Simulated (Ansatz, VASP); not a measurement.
Two plane-wave programs on GaSb

File INCAR:

```
  PREC = Accurate
  ENCUT = 520
  EDIFF = 1E-6
  ISMEAR = 0
  SIGMA = 0.02
  LREAL = False
  LASPH = True
  NELM = 80
  ALGO = Normal
  ISIF = 2
  LWAVE = False
  LCHARG = False
  NBANDS = 16
```

KPOINTS

```
regular mesh
0
Gamma
  8 8 8
```

POSCAR

```
GaSb
1.0
   -2.7534340000      2.7534340000      1.5854046433
    2.7534340000     -2.7534340000      1.5854046433
    2.7534340000      2.7534340000     -1.5854046433
Ga Sb
1 1
Direct
    0.2500000000      0.7500000000      0.5000000000
    0.0000000000      0.0000000000      0.0000000000
```

Input for Ansatz:

```yaml
crystal:
  lattice:
    - [-2.753434, 2.753434, 1.5854046433333335]
    - [2.753434, -2.753434, 1.5854046433333335]
    - [2.753434, 2.753434, -1.5854046433333335]
  atoms:
    - { symbol: Ga, position: [0.25, 0.75, 0.5] }
    - { symbol: Sb, position: [0.0, 0.0, 0.0] }
basis:
  ecutwfc: 520.0
kpoints:
  mp_grid:
    grid: [8, 8, 8]
hamiltonian:
  xc: lda
scf:
  occupations:
    method: gaussian
    width: 0.02
output:
  stress: true
```

Alike in both runs: task single point; functional LDA; k mesh 8 × 8 × 8; occupations gaussian, width 0.02 eV; no spin polarisation.

|  | VASP | Ansatz |
| --- | --- | --- |
| version | VASP 6.6.1 | Ansatz 0.2.0 |
| potentials or method | VASP PAW LDA potentials, release 64 (Ga_d, Sb), cutoff 520 eV | plane waves, PAW |
| valence electrons in the cell | 18 | 28 |

VASP gave:

* pressure (GPa): -4.0
* traceless stress, the component that is largest in VASP (GPa): 1.38

Problem. What did Ansatz give for the same quantities?

Solution. Pressure (GPa): -4.1; traceless stress, the component that is largest in VASP (GPa): 1.38.

LDA's correlation is that of Perdew and Zunger in VASP and of Perdew and Wang (1992) in Ansatz. VASP's potentials hold 18 valence electrons a cell and Ansatz's 28, so a difference there can come from the potentials and not from the codes.

Spin-orbit coupling is off throughout.
